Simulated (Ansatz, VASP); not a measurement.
## One calculation of Si, two programs

```
Si
1.0
     3.81974    0.00000    0.00000
     0.00000    3.81974    0.00000
     0.00000    0.00000   22.75240
Si
6
Cartesian
  2.8648 0.0000 8.0000
  0.9549 0.0000 9.3505
  0.9549 1.9099 10.7010
  2.8648 1.9099 12.0514
  2.8648 0.0000 13.4019
  0.9549 0.0000 14.7524
```

Alike in both runs: task single point; functional LDA; k mesh 8 × 8 × 1; occupations fermi-dirac, width 0.02 eV; no spin polarisation.

```csv
,VASP,Ansatz
version,VASP 6.6.1,Ansatz 0.2.0
potentials or method,"VASP PAW LDA potentials, release 64 (Si)","PAW with Ansatz's default frozen-core files, scalar-relativistic"
plane-wave cutoff (eV),520,420
valence electrons in the cell,24,24
```

```tsv
	VASP	Ansatz	Ansatz less VASP
rms of the force components (eV/Å)	0.085	0.085	+0.0002
```

LDA's correlation is that of Perdew and Zunger in VASP and of Perdew and Wang (1992) in Ansatz. Atom by atom the forces differ by 0.001 eV/Å (rms over components).
